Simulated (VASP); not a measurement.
# SnSe (P1) in VASP: single point with PBE+D3(BJ)

Aim: the single point of SnSe with PBE+D3(BJ).

All numbers are computed with VASP 6.6.1; they aren't measurements. Logs are shortened: lines on timing, memory, paths and dates and some standing lists are left out, and cuts for length are marked.

## 1. The cell of the first run

The typed cell holds 16 atoms: a = 8.739 Å, b = 8.739 Å, c = 11.206 Å, α = 90.00°, β = 90.00°, γ = 90.00°.

## 2. Single point, PBE+D3(BJ)

File INCAR:

```
  PREC = Accurate
  ENCUT = 520
  EDIFF = 1E-6
  ISMEAR = -1
  SIGMA = 0.1551
  LREAL = Auto
  LASPH = True
  NELM = 60
  ALGO = Normal
  ISIF = 2
  LWAVE = False
  LCHARG = False
  GGA = PE
  IVDW = 12
  NBANDS = 94
```

File KPOINTS:

```
Automatic mesh
0
Gamma
  2 2 1
  0.5 0.5 0
```

File POSCAR:

```
SnSe
1.0
    0.0000000000      8.7387495696      0.0000000000
   -8.7387495696      0.0000000000      0.0000000000
    0.0000000000      0.0000000000     11.2062506230
Sn Se
8 8
Direct
   -0.0084824493      0.2385449982      0.4043335414
    0.4664703992      0.2879048061      0.3750663930
   -0.0199834082      0.7818546516      0.3832778816
    0.5243666687      0.7681922850      0.3416489715
    0.2541087809      0.5177957057      0.6168764409
    0.8008723610      0.4669022687      0.6034849860
    0.2515887408     -0.0352915480      0.6473439908
    0.6931778914      0.0217473906      0.6281093683
    0.0273980846      0.2505588451      0.6469367181
    0.4388270850      0.2228146012      0.6186853421
   -0.0154997004      0.7070790793      0.6240147785
    0.5631235866      0.7504023256      0.5749766998
    0.3070166937      0.5494807880      0.3734580049
    0.7359816126      0.4612496294      0.3592911791
    0.2109381880     -0.0237647272      0.4129746117
    0.7891579848      0.0105508230      0.3894498835
```

Potentials or basis: VASP PAW PBE potentials, release 64 (Sn_d, Se).

Run with:

```
cat potpaw_PBE.64/Sn_d/POTCAR potpaw_PBE.64/Se/POTCAR > POTCAR
mpirun -np 1 vasp_std > vasp.out
```

OUTCAR:

```text
PREC = Accurate
   ENCUT = 520
   EDIFF = 1E-6
   ISMEAR = -1
   LREAL = Auto
   LASPH = True
   NELM = 60
   ISIF = 2
   GGA = PE
   IVDW = 12
 IVDW          = 12

 ion  position               nearest neighbor table
   1  0.992  0.239  0.404-  16 2.67   9 2.74  15 2.99  14 3.00   6 3.43
   2  0.466  0.288  0.375-  13 2.68  10 2.80  14 2.81
   3  0.980  0.782  0.383-  16 2.60  15 2.66  11 2.78
   4  0.524  0.768  0.342-  12 2.64  13 2.72  16 3.18  14 3.26
   5  0.254  0.518  0.617-  13 2.78  11 2.88  10 3.04   9 3.08
   6  0.801  0.467  0.603-  11 2.65   9 2.78  14 2.80  12 3.25   1 3.43
   7  0.252  0.965  0.647-  15 2.65  10 2.80   9 3.17  11 3.25
   8  0.693  0.022  0.628-  12 2.70  16 2.80  10 2.84
   9  0.027  0.251  0.647-   1 2.74   6 2.78   5 3.08   7 3.17
  10  0.439  0.223  0.619-   2 2.80   7 2.80   8 2.84   5 3.04
  11  0.985  0.707  0.624-   6 2.65   3 2.78   5 2.88   7 3.25
  12  0.563  0.750  0.575-   4 2.64   8 2.70   6 3.25
  13  0.307  0.549  0.373-   2 2.68   4 2.72   5 2.78
  14  0.736  0.461  0.359-   6 2.80   2 2.81   1 3.00   4 3.26
  15  0.211  0.976  0.413-   7 2.65   3 2.66   1 2.99
  16  0.789  0.011  0.389-   3 2.60   1 2.67   8 2.80   4 3.18

  LATTYP: Found a simple tetragonal cell.
 ALAT       =     8.7387495696
 C/A-ratio  =     1.2823631726

  Lattice vectors:

 A1 = (   0.0000000000,   8.7387495696,   0.0000000000)
 A2 = (  -8.7387495696,   0.0000000000,   0.0000000000)
 A3 = (   0.0000000000,   0.0000000000,  11.2062506230)

Analysis of symmetry for initial positions (statically):
=====================================================================
 Subroutine PRICEL returns:
 Original cell was already a primitive cell.

 Routine SETGRP: Setting up the symmetry group for a
 simple tetragonal supercell.

 Subroutine GETGRP returns: Found  1 space group operations
 (whereof  1 operations were pure point group operations)
 out of a pool of 16 trial point group operations.

The static configuration has the point symmetry C_1 .

Analysis of symmetry for dynamics (positions and initial velocities):
=====================================================================
 Subroutine PRICEL returns:
 Original cell was already a primitive cell.

 Routine SETGRP: Setting up the symmetry group for a
 simple tetragonal supercell.

 Subroutine GETGRP returns: Found  1 space group operations
 (whereof  1 operations were pure point group operations)
 out of a pool of 16 trial point group operations.
[... 117 lines left out ...]
   NELECT =     160.0000    total number of electrons
   NUPDOWN=      -1.0000    fix difference up-down
   EMIN   =  10.00;   EMAX   =-10.00  energy-range for DOS
   EFERMI =   0.00;   METHOD = LEGACY
   ISMEAR =    -1;   SIGMA  =   0.16  broadening in eV -4-tet -1-fermi 0-gaus
   EFERMI_NEDOS =   21; number of points for ismear=-14 and -15
   IALGO  =     38    algorithm
   IMIX   =      4    mixing-type and parameters
     AMIX     =   0.40;   BMIX     =  1.00
     AMIX_MAG =   1.60;   BMIX_MAG =  1.00
  volume/ion in A,a.u.               =      53.49       360.94
  Fermi-wavevector in a.u.,A,eV,Ry     =   0.936114  1.768998 11.922901  0.876309
  Thomas-Fermi vector in A             =   2.063090
   LORBIT       =      0    0 simple, 1 ext, 2 COOP (PROOUT), +10 PAW based schemes
   GGA     = PE    functional components
   LHFCALC =     F    Hartree Fock is set to
   AEXX    =    0.0000 exact exchange contribution
   IVDW    =    12    specifies the selected vdW correction
   LEPSILON=     F    determine dielectric tensor
   LRPA    =     F    only Hartree local field effects (RPA)
 non-spin polarized calculation
  energy-cutoff  :      520.00
  volume of cell :      855.77
 maximum number of plane-waves:     23031
 NGX is ok and might be reduce to    70
   NGX = 33   NGY = 33   NGZ = 41

 number of electron     159.9999990 magnetization

 Free energy of the ion-electron system (eV)
  ---------------------------------------------------
  ext. energy  EPLUGINS =         0.00000000
  ---------------------------------------------------
  free energy    TOTEN  =       -63.14259494 eV

  energy without entropy =      -63.07964616  energy(sigma->0) =      -63.11112055

 E-fermi :   0.8857     XC(G=0):  -5.8509

 val. band max:        0.1675195228   @ k =  -0.2500   0.2500   0.0000
 cond. band min:       1.5646396008   @ k =  -0.2500   0.2500   0.0000
 fundamental gap:      1.3971200780
 Fermi energy:         0.8857175583

 k-point     1 :       0.2500    0.2500    0.0000
  band No.  band energies     occupation
      1     -21.0150      2.00000
      2     -21.0084      2.00000
      3     -20.9950      2.00000
      4     -20.9812      2.00000
      5     -20.9801      2.00000
      6     -20.9734      2.00000
[... 84 lines left out ...]
     91       3.4215      0.00000
     92       3.5275      0.00000

 k-point     2 :      -0.2500    0.2500    0.0000
  band No.  band energies     occupation
      1     -21.0150      2.00000
      2     -21.0084      2.00000
      3     -20.9950      2.00000
      4     -20.9812      2.00000
      5     -20.9801      2.00000
      6     -20.9734      2.00000
[... 84 lines left out ...]
     91       3.4278      0.00000
     92       3.5658      0.00000
 [bands above 92 left out]

------------------------ aborting loop because EDIFF is reached ----------------------------------------

 Edisp (eV)   -3.83153

 E8    (eV) :    -1.7974

  FORCE on cell =-STRESS in cart. coord.  units (eV):
  Direction    XX          YY          ZZ          XY          YZ          ZX
  --------------------------------------------------------------------------------------
  -------------------------------------------------------------------------------------
  Total       5.78336     7.07156     0.31826    -1.54233     0.56890    -2.61669
  in kB      10.82758    13.23935     0.59584    -2.88755     1.06509    -4.89896
  external pressure =        8.22 kB  Pullay stress =        0.00 kB

 VOLUME and BASIS-vectors are now :
 -----------------------------------------------------------------------------
  energy-cutoff  :      520.00
  volume of cell :      855.77
      direct lattice vectors                 reciprocal lattice vectors
     0.000000000  8.738749570  0.000000000     0.000000000  0.114432848  0.000000000
    -8.738749570  0.000000000  0.000000000    -0.114432848  0.000000000  0.000000000
     0.000000000  0.000000000 11.206250623     0.000000000  0.000000000  0.089235912

 POSITION                                       TOTAL-FORCE (eV/Angst)
 -----------------------------------------------------------------------------------
     -2.08459      8.66462      4.53106        -0.332665      0.712742     -0.526419
     -2.51593      4.07637      4.20309         0.539582      0.355848     -0.283951
     -6.83243      8.56412      4.29511         1.271975      0.423425     -0.193127
     -6.71304      4.58231      3.82860         0.034441     -0.165771      0.065609
     -4.52489      2.22059      6.91287        -0.092082      0.032149      0.157596
     -4.08014      6.99862      6.76280        -0.163787     -1.268281      0.368323
[... 8 lines left out ...]
     -8.53108      1.84334      4.62790        -0.052266      0.848681     -0.316103
     -0.09220      6.89625      4.36427        -0.818429     -1.172942      0.203277
 -----------------------------------------------------------------------------------
    total drift:                               -0.021272      0.032190     -0.002077

  FREE ENERGIE OF THE ION-ELECTRON SYSTEM (eV)
  ---------------------------------------------------
  free  energy   TOTEN  =       -66.9741270602 eV

  energy  without entropy=      -66.9111782857  energy(sigma->0) =      -66.94265267
```

It took 2.9 min on 1 thread of Intel Xeon 6975P-C (Granite Rapids), shared host; peak memory 0.78 GiB.

What came out:

- Free energy: -66.9741 eV
- Pressure: 0.8 GPa
- Largest force: 1.445 eV/Å
- Band gap on the k mesh: 1.40 eV
- Dispersion energy per atom: -0.239 eV

Forces in eV/Å, atoms in the order of the input:
```
Sn  -0.333  0.713 -0.526
Sn   0.540  0.356 -0.284
Sn   1.272  0.423 -0.193
Sn   0.034 -0.166  0.066
Sn  -0.092  0.032  0.158
Sn  -0.164 -1.268  0.368
Sn  -0.259  0.088 -0.142
Sn  -0.079  0.454  0.081
Se   0.041  0.172 -0.129
Se   0.130  0.625 -0.033
Se  -0.395  0.304 -0.107
Se  -0.051 -0.604  0.508
Se   0.249 -0.959  0.121
Se  -0.022  0.153  0.227
Se  -0.052  0.849 -0.316
Se  -0.818 -1.173  0.203
```

Levels at points of the mesh, in eV from the valence-band top:
```tsv
k point	band 78	band 79	band 80	band 81	band 82	band 83
(0.25, 0.25, 0.00)	-0.33	-0.25	0.00	1.43	1.63	1.85
```

Caveat: the atoms stand as in a frame of molecular dynamics; spin-orbit coupling is left out, which moves the levels of the heavy elements; a shifted mesh leaves out Γ, where band edges can lie; forces of over 1 eV/Å act on the atoms, so gaps and moduli don't describe the material at rest. A k mesh can miss the band edges.
